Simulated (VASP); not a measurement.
Runs of VASP 6.6.1 on HfB. The structure is that of space group Fm-3m (No. 225), or close to it. The cells are those of the table. 

| cell | gap on the mesh (eV) | pressure (GPa) |
| --- | --- | --- |
| a = 3.315, b = 3.315, c = 4.689 Å, 4 atoms | none | (a) |
| a = 3.572, b = 3.572, c = 5.051 Å, 4 atoms | none | -17.6 |
| a = 3.367, b = 3.367, c = 4.761 Å, 4 atoms | none | 8.7 |
| a = 3.418, b = 3.418, c = 4.834 Å, 4 atoms | none | (b) |
| a = 3.521, b = 3.521, c = 4.979 Å, 4 atoms | none | -12.8 |

Alike in all rows: task single point; level PBE; potentials or basis VASP PAW PBE potentials, release 64 (Hf_pv, B); no spin polarisation; k mesh 12 × 12 × 10; cutoff (eV) 520; smearing gaussian 0.1 eV.

Question: Fill in the values left out.

Answer: (a) 19.0; (b) 0.1.

Caveats: spin-orbit coupling is left out, which moves the levels of the heavy elements; the cell stands under pressure (at least some runs); the cell stands under tension (at least some runs).

A k mesh can miss the band edges, and the runs leave out spin-orbit coupling on Hf.

A gap of «none» marks levels without a gap at the run's occupations.
